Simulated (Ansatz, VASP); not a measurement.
# One calculation of Ca, two programs

POSCAR

```
Ca
1.0
    0.0000000000      2.8309700062      2.8309700062
    2.8309700062      0.0000000000      2.8309700062
    2.8309700062      2.8309700062      0.0000000000
Ca
1
Direct
    0.0000000000      0.0000000000      0.0000000000
```

Contents of INCAR.step1:

```
ALGO = Normal
EDIFF = 1E-4
ENCUT = 520
GGA = PE
ISMEAR = -1
LASPH = T
LCHARG = F
LREAL = F
LWAVE = T
NBANDS = 11
NELM = 100
PREC = Accurate
SIGMA = 0.05
```

File INCAR.step2:

```
ALGO = Normal
EDIFF = 1E-7
ENCUT = 520
ISIF = 2
ISMEAR = -1
ISTART = 1
LASPH = T
LCHARG = F
LMIXTAU = T
LREAL = F
LWAVE = F
METAGGA = R2SCAN
NBANDS = 11
NELM = 100
PREC = Accurate
SIGMA = 0.05
```

File KPOINTS:

```
k-points
0
Gamma
  8 8 8
```

input.yaml

```yaml
crystal:
  lattice:
    - [0.0, 2.8309700062, 2.8309700062]
    - [2.8309700062, 0.0, 2.8309700062]
    - [2.8309700062, 2.8309700062, 0.0]
  atoms:
    - { symbol: Ca, position: [0.0, 0.0, 0.0] }
hamiltonian:
  xc: r2scan
  pseudopotentials: { kind: paw }
kpoints:
  mp_grid: { grid: [8, 8, 8] }
scf:
  occupations: { method: fermi_dirac, width: 0.05 }
output:
  forces: true
  stress: true
  eigenvalues: true
```

Alike in both runs: task single point; functional r2SCAN; k mesh 8 × 8 × 8; occupations fermi-dirac, width 0.05 eV; no spin polarisation.

|  | VASP | Ansatz |
| --- | --- | --- |
| version | VASP 6.6.1 | Ansatz 0.2.0 |
| potentials or method | VASP PAW PBE potentials, release 64 (Ca_sv) | Ansatz PAW |
| plane-wave cutoff (eV) | 520 | 500 |
| valence electrons in the cell | 10 | 10 |

```csv
,VASP,Ansatz,Ansatz less VASP
gap on the k mesh at the Fermi level (eV),none,none,-
pressure (GPa),-0.8,-0.8,-0.04
```

VASP's potentials were made for PBE, not for r2SCAN. A gap of «none» marks a metal or a gap that the smearing closes.
